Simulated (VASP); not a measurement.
# Si16O (a cell with a defect) in VASP: a series of runs

The runs below take Si16O (a cell with a defect) through single point, with LDA.

Program: VASP 6.6.1. These are calculated values, not measurements. Logs are shortened: lines on timing, memory, paths and dates and some standing lists are left out, and cuts for length are marked.

## (1) The cell of the first run

The cell holds a defect, 17 atoms: a = 7.679 Å, b = 7.679 Å, c = 7.679 Å, α = 60.00°, β = 60.00°, γ = 60.00°.

## (2) Single point, LDA, collinear spin, ferromagnetic start

File INCAR:

```
ALGO = Normal
EDIFF = 1E-7
ENCUT = 520
ISIF = 2
ISMEAR = -1
ISPIN = 2
LASPH = T
LCHARG = F
LORBIT = 11
LREAL = Auto
LWAVE = F
MAGMOM = 0 0 0 0 0 0 0 0 0 0 0 0 0 0 0 0 1
NBANDS = 53
NELM = 150
PREC = Accurate
SIGMA = 0.05
```

File KPOINTS:

```
k-points
0
Gamma
  2 2 2
```

File POSCAR:

```
Si16O
1.0
    0.0000000000      5.4300000000      5.4300000000
    5.4300000000      0.0000000000      5.4300000000
    5.4300000000      5.4300000000      0.0000000000
Si O
16 1
Direct
    0.0395948435      0.0395764273     -0.0278453039
    0.1274309392      0.1532504604      0.1353130755
   -0.0461418048      0.0491252302      0.4927900552
    0.1489226519      0.1017219153      0.5962154696
   -0.0019152855      0.5299447514      0.0044935543
    0.1210773481      0.6366022099      0.1458839779
   -0.0460681400      0.4541712707      0.5273941068
    0.1183149171      0.5332688766      0.6502117864
    0.4940791897      0.0375966851     -0.0232504604
    0.6703591160      0.1184069982      0.0890331492
    0.5317495396     -0.0238489871      0.4620994475
    0.5934530387      0.1554235727      0.5781860037
    0.4877348066      0.4960589319      0.0050460405
    0.6359852670      0.6731123389      0.0517863720
    0.4888858195      0.5241528545      0.4410405157
    0.5808931860      0.6355340700      0.6212062615
    0.9458655617      0.7989042357      0.5784806630
```

Potentials or basis: VASP PAW LDA potentials, release 64 (Si, O).

On the command line:

```sh
$ cat potpaw_LDA.64/Si/POTCAR potpaw_LDA.64/O/POTCAR > POTCAR
$ mpirun -np 1 vasp_std > vasp.out
```

OUTCAR:

```text
EDIFF = 1E-7
   ENCUT = 520
   ISIF = 2
   ISMEAR = -1
   ISPIN = 2
   LASPH = T
   LORBIT = 11
   LREAL = Auto
   NELM = 150
   PREC = Accurate

 ion  position               nearest neighbor table
   1  0.040  0.040  0.972-   2 2.31  10 2.34   4 2.42   6 2.55
   2  0.127  0.153  0.135-   3 2.27   1 2.31   9 2.31   5 2.36
   3  0.954  0.049  0.493-  17 1.72   4 2.27   2 2.27  12 2.28
   4  0.149  0.102  0.596-   3 2.27   7 2.27  11 2.40   1 2.42
   5  0.998  0.530  0.004-  14 2.32   6 2.33   2 2.36   8 2.39
   6  0.121  0.637  0.146-  13 2.31   5 2.33   7 2.48   1 2.55
[... 8 lines left out ...]
  15  0.489  0.524  0.441-  12 2.32  16 2.43  14 2.45   8 2.45
  16  0.581  0.636  0.621-  11 2.18   7 2.37  13 2.42  15 2.43
  17  0.946  0.799  0.578-   3 1.72   8 1.77

  LATTYP: Found a face centered cubic cell.
 ALAT       =    10.8600000000

  Lattice vectors:

 A1 = (   0.0000000000,   5.4300000000,   5.4300000000)
 A2 = (   5.4300000000,   0.0000000000,   5.4300000000)
 A3 = (   5.4300000000,   5.4300000000,   0.0000000000)

Analysis of symmetry for initial positions (statically):
=====================================================================
 Subroutine PRICEL returns:
 Original cell was already a primitive cell.

 Routine SETGRP: Setting up the symmetry group for a
 face centered cubic supercell.

 Subroutine GETGRP returns: Found  1 space group operations
 (whereof  1 operations were pure point group operations)
 out of a pool of 48 trial point group operations.

The static configuration has the point symmetry C_1 .

Analysis of symmetry for dynamics (positions and initial velocities):
=====================================================================
 Subroutine PRICEL returns:
 Original cell was already a primitive cell.

 Routine SETGRP: Setting up the symmetry group for a
 face centered cubic supercell.

 Subroutine GETGRP returns: Found  1 space group operations
 (whereof  1 operations were pure point group operations)
 out of a pool of 48 trial point group operations.

The dynamic configuration has the point symmetry C_1 .

Analysis of structural, dynamic, and magnetic symmetry:
=====================================================================
 Subroutine PRICEL returns:
 Original cell was already a primitive cell.

 Routine SETGRP: Setting up the symmetry group for a
 face centered cubic supercell.

 Subroutine GETGRP returns: Found  1 space group operations
 (whereof  1 operations were pure point group operations)
 out of a pool of 48 trial point group operations.

The overall configuration has the point symmetry C_1 .

 Subroutine INISYM returns: Found  1 space group operations
 (whereof  1 operations are pure point group operations),
 and found     1 'primitive' translations

----------------------------------------------------------------------------------------

                                     Primitive cell

  volume of cell :     320.2060

  direct lattice vectors                    reciprocal lattice vectors
     0.000000000  5.430000000  5.430000000    -0.092081031  0.092081031  0.092081031
     5.430000000  0.000000000  5.430000000     0.092081031 -0.092081031  0.092081031
     5.430000000  5.430000000  0.000000000     0.092081031  0.092081031 -0.092081031

  length of vectors
     7.679179644  7.679179644  7.679179644     0.159489025  0.159489025  0.159489025

  position of ions in fractional coordinates (direct lattice)
     0.039594843  0.039576427  0.972154696
     0.127430939  0.153250460  0.135313076
     0.953858195  0.049125230  0.492790055
     0.148922652  0.101721915  0.596215470
     0.998084715  0.529944751  0.004493554
     0.121077348  0.636602210  0.145883978
[... 9 lines left out ...]
     0.580893186  0.635534070  0.621206261
     0.945865562  0.798904236  0.578480663

  ion indices of the primitive-cell ions
   primitive index   ion index
                 1           1
                 2           2
                 3           3
                 4           4
                 5           5
                 6           6
[... 9 lines left out ...]
                16          16
                17          17

----------------------------------------------------------------------------------------

 KPOINTS: k-points

Automatic generation of k-mesh.
 Grid dimensions read from file:
 generate k-points for:    2    2    2

 Generating k-lattice:

  Cartesian coordinates                     Fractional coordinates (reciprocal lattice)
    -0.046040516  0.046040516  0.046040516     0.500000000  0.000000000  0.000000000
     0.046040516 -0.046040516  0.046040516     0.000000000  0.500000000  0.000000000
     0.046040516  0.046040516 -0.046040516     0.000000000  0.000000000  0.500000000

  Length of vectors
     0.079744512  0.079744512  0.079744512

  Shift w.r.t. Gamma in fractional coordinates (k-lattice)
     0.000000000  0.000000000  0.000000000

 Subroutine IBZKPT returns following result:
 ===========================================

 Found      8 irreducible k-points:

 Following reciprocal coordinates:
            Coordinates               Weight
  0.000000  0.000000  0.000000      1.000000
  0.500000  0.000000  0.000000      1.000000
  0.000000  0.500000  0.000000      1.000000
  0.000000  0.000000  0.500000      1.000000
  0.500000  0.500000  0.500000      1.000000
  0.500000  0.500000  0.000000      1.000000
  0.000000  0.500000  0.500000      1.000000
  0.500000  0.000000  0.500000      1.000000
   k-points           NKPTS =      8   k-points in BZ     NKDIM =      8   number of bands    NBANDS=     53
   number of dos      NEDOS =    301   number of ions     NIONS =     17
   total plane-waves  NPLWV = 216000
   dimension x,y,z NGX =    60 NGY =   60 NGZ =   60
   dimension x,y,z NGXF=   120 NGYF=  120 NGZF=  120
   ions per type =              16   1
   NGX,Y,Z   is equivalent  to a cutoff of  12.99, 12.99, 12.99 a.u.
   NGXF,Y,Z  is equivalent  to a cutoff of  25.98, 25.98, 25.98 a.u.
 SYSTEM =  unknown system
   PREC   = accura    normal or accurate (medium, high low for compatibility)
   ISTART =      0    job   : 0-new  1-cont  2-samecut
   ICHARG =      2    charge: 1-file 2-atom 10-const
   ISPIN  =      2    spin polarized calculation?
   LNONCOLLINEAR =      F non collinear calculations
   LSORBIT =      F    spin-orbit coupling
   LASPH  =      T    aspherical Exc in radial PAW
   ENCUT  =  520.0 eV  38.22 Ry    6.18 a.u.  14.28 14.28 14.28*2*pi/ulx,y,z
   NELM   =    150;   NELMIN=  2; NELMDL= -5     # of ELM steps
   EDIFF  = 0.1E-06   stopping-criterion for ELM
   LREAL  =      T    real-space projection
   EDIFFG = 0.1E-05   stopping-criterion for IOM
   NSW    =      0    number of steps for IOM
   IBRION =     -1    ionic relax: 0-MD 1-quasi-New 2-CG
   NFREE  =      0    steps in history (QN), initial steepest desc. (CG)
   ISIF   =      2    stress and relaxation
   ISYM   =      2    0-nonsym 1-usesym 2-fastsym
   POTIM  = 0.5000    time-step for ionic-motion
   TEBEG  =    0.0;   TEEND  =   0.0 temperature during run
   PSTRESS=    0.0 pullay stress
   NELECT =      70.0000    total number of electrons
   NUPDOWN=      -1.0000    fix difference up-down
   EMIN   =  10.00;   EMAX   =-10.00  energy-range for DOS
   EFERMI =   0.00;   METHOD = LEGACY
   ISMEAR =    -1;   SIGMA  =   0.05  broadening in eV -4-tet -1-fermi 0-gaus
   EFERMI_NEDOS =   21; number of points for ismear=-14 and -15
   IALGO  =     38    algorithm
   IMIX   =      4    mixing-type and parameters
     AMIX     =   0.40;   BMIX     =  1.00
     AMIX_MAG =   1.60;   BMIX_MAG =  1.00
  volume/ion in A,a.u.               =      18.84       127.11
  Fermi-wavevector in a.u.,A,eV,Ry     =   0.986199  1.863645 13.232857  0.972588
  Thomas-Fermi vector in A             =   2.117562
   LORBIT       =     11    0 simple, 1 ext, 2 COOP (PROOUT), +10 PAW based schemes
   GGA     = CA    functional components
   LHFCALC =     F    Hartree Fock is set to
   AEXX    =    0.0000 exact exchange contribution
   IVDW    =     0    specifies the selected vdW correction
   LEPSILON=     F    determine dielectric tensor
   LRPA    =     F    only Hartree local field effects (RPA)
 spin polarized calculation
  energy-cutoff  :      520.00
  volume of cell :      320.21
 maximum number of plane-waves:      8646
 NGX is ok and might be reduce to    60
   NGX = 29   NGY = 29   NGZ = 29

 number of electron      70.0000001 magnetization       0.0000037

 number of electron      70.0000001 magnetization      -0.0000134

 Free energy of the ion-electron system (eV)
  ---------------------------------------------------
  ext. energy  EPLUGINS =         0.00000000
  ---------------------------------------------------
  free energy    TOTEN  =      -100.25065035 eV

  energy without entropy =     -100.23402795  energy(sigma->0) =     -100.24233915

 E-fermi :   5.9979     XC(G=0):  -9.7715

 val. band max:        5.9221541723   @ k =   0.0000   0.5000   0.0000
 cond. band min:       6.0517549231   @ k =   0.0000   0.0000   0.0000
 fundamental gap:      0.1296007507
 Fermi energy:         5.9979384515

 spin component 1

 k-point     1 :       0.0000    0.0000    0.0000
  band No.  band energies     occupation
      1     -13.2884      1.00000
      2      -5.9459      1.00000
      3      -4.3019      1.00000
      4      -3.9573      1.00000
      5      -3.7366      1.00000
      6      -3.2886      1.00000
[... 39 lines left out ...]
     46       8.3561      0.00000
     47       8.4664      0.00000
[... 308 lines left out ...]
      6      -3.9941      1.00000
[... 39 lines left out ...]
     46       9.8541      0.00000
     47       9.9180      0.00000
 Fermi energy:         5.9979384515

 spin component 2

 k-point     1 :       0.0000    0.0000    0.0000
  band No.  band energies     occupation
      1     -13.2884      1.00000
      2      -5.9459      1.00000
      3      -4.3019      1.00000
      4      -3.9573      1.00000
      5      -3.7366      1.00000
      6      -3.2886      1.00000
[... 39 lines left out ...]
     46       8.3561      0.00000
     47       8.4664      0.00000
[... 308 lines left out ...]
      6      -3.9941      1.00000
[... 39 lines left out ...]
     46       9.8541      0.00000
     47       9.9180      0.00000
 [bands above 47 left out]

------------------------ aborting loop because EDIFF is reached ----------------------------------------

  FORCE on cell =-STRESS in cart. coord.  units (eV):
  Direction    XX          YY          ZZ          XY          YZ          ZX
  --------------------------------------------------------------------------------------
  -------------------------------------------------------------------------------------
  Total       -0.5630436     -0.5754304     -3.2384226     -3.0437166     -0.1966700      3.2937466
  in kB       -2.8172351     -2.8792139    -16.2037159    -15.2294884     -0.9840547     16.4805342
  external PRESSURE =      -7.3000550 kB  Pullay stress =       0.0000000 kB

 VOLUME and BASIS-vectors are now :
 -----------------------------------------------------------------------------
  energy-cutoff  :      520.00
  volume of cell :      320.21
      direct lattice vectors                 reciprocal lattice vectors
     0.000000000  5.430000000  5.430000000    -0.092081031  0.092081031  0.092081031
     5.430000000  0.000000000  5.430000000     0.092081031 -0.092081031  0.092081031
     5.430000000  5.430000000  0.000000000     0.092081031  0.092081031 -0.092081031

 POSITION                                       TOTAL-FORCE (eV/Angst)
 -----------------------------------------------------------------------------------
      5.49370      5.49380      0.42990        -1.299664      0.164205     -1.398762
      1.56690      1.42670      1.52410         0.225939     -0.571535      0.536729
      2.94260      7.85530      5.44620        -1.301305      1.074047     -1.891593
      3.78980      4.04610      1.36100         0.064084      1.025137     -0.429207
      2.90200      5.44400      8.29720        -0.983516      0.146983     -0.145556
      4.24890      1.44960      4.11420         0.812570     -0.438764      0.076509
[... 9 lines left out ...]
      6.82410      6.52740      6.60520        -1.486666      1.198312     -1.870094
      7.47920      8.27720      9.47410        -0.287191      0.493937      0.596865
 -----------------------------------------------------------------------------------
    total drift:                               -0.000875      0.000728     -0.003793

  FREE ENERGIE OF THE ION-ELECTRON SYSTEM (eV)
  ---------------------------------------------------
  free  energy   TOTEN  =      -100.2506503536 eV

  energy  without entropy=     -100.2340279482  energy(sigma->0) =     -100.24233915

 total charge

# of ion       s       p       d       tot
------------------------------------------
    1        0.758   0.910   0.000   1.668
    2        0.760   0.982   0.000   1.742
    3        0.755   0.947   0.000   1.701
    4        0.758   0.959   0.000   1.716
    5        0.761   0.946   0.000   1.707
    6        0.758   0.904   0.000   1.661
[... 9 lines left out ...]
   16        0.758   0.950   0.000   1.708
   17        1.557   3.513   0.000   5.070
--------------------------------------------------
tot         13.691  18.495   0.000  32.186

 magnetization (x)

# of ion       s       p       d       tot
------------------------------------------
    1       -0.000  -0.000   0.000  -0.000
    2        0.000   0.000   0.000   0.000
    3        0.000   0.000   0.000   0.000
    4        0.000   0.000   0.000   0.000
    5        0.000   0.000   0.000   0.000
    6        0.000   0.000   0.000   0.000
[... 9 lines left out ...]
   16        0.000  -0.000   0.000   0.000
   17        0.000   0.000   0.000   0.000
--------------------------------------------------
tot          0.000   0.000   0.000   0.000
```

Wall time 11 min (1 thread of Intel Xeon 8259CL, shared host); peak memory 0.49 GiB.

Results:

```
Free energy                                           : -100.2507 eV
Pressure                                              : -0.7 GPa
Largest force                                         : 2.767 eV/Å
Band gap on the k mesh                                : 0.13 eV
Net moment                                            : 0.00 μB per cell
Valence electrons inside the program's atomic spheres : Si 1.67, 1.74, 1.70, 1.72, 1.71, 1.66, 1.63, 1.69, 1.68 (each value once); O 5.07
```

Forces on the atoms (eV/Å):
```
Si  -1.300  0.164 -1.399
Si   0.226 -0.572  0.537
Si  -1.301  1.074 -1.892
Si   0.064  1.025 -0.429
Si  -0.984  0.147 -0.146
Si   0.813 -0.439  0.077
Si  -0.182 -0.430  1.304
Si   1.597 -1.205  1.912
Si  -0.957 -0.463  0.765
Si   0.530 -0.513  0.118
Si   1.038 -1.440  0.918
Si   1.526  0.828  0.317
Si  -0.428  0.052  0.763
Si   0.338  0.601 -1.339
Si   0.793 -0.523 -0.232
Si  -1.487  1.198 -1.870
O   -0.287  0.494  0.597
```

Caveat: the k points lie up to 0.50 Å⁻¹ apart; the atoms stand as in a frame of molecular dynamics.

(Part 1 of 2 ends here.)
